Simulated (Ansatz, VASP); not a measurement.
**Mg: VASP beside Ansatz**

```xyz
2
Lattice="3.1720 0.0000 0.0000 -1.5860 2.7471 0.0000 0.0000 0.0000 5.1412" Properties=species:S:1:pos:R:3 pbc="T T T"
Mg    0.0000    1.8314    1.2853
Mg    1.5860    0.9157    3.8559
```

Alike in both runs: task relaxation of cell and atoms; functional PBEsol; k mesh 18 × 18 × 8; occupations gaussian, width 0.1 eV; no spin polarisation.

```csv
,VASP,Ansatz
version,VASP 6.6.1,Ansatz 0.2.0
potentials or method,"VASP PAW PBE potentials, release 64 (Mg), cutoff 600 eV","scalar-relativistic, plane waves, PAW"
valence electrons in the cell,4,20
```

```csv
,VASP,Ansatz,Ansatz less VASP
"gap on the k mesh at the Fermi level, each at its own relaxed structure (eV)",none,none,-
relaxed volume (Å³/atom),22.48,22.49,+0.017
relaxed cell length with the largest relative difference (Å),3.187,3.189,+0.0014
```

VASP's potentials were made for PBE, not for PBEsol. A gap of «none» marks a metal or a gap that the smearing closes. VASP's potentials hold 4 valence electrons a cell and Ansatz's 20, so a difference there can come from the potentials and not from the codes.
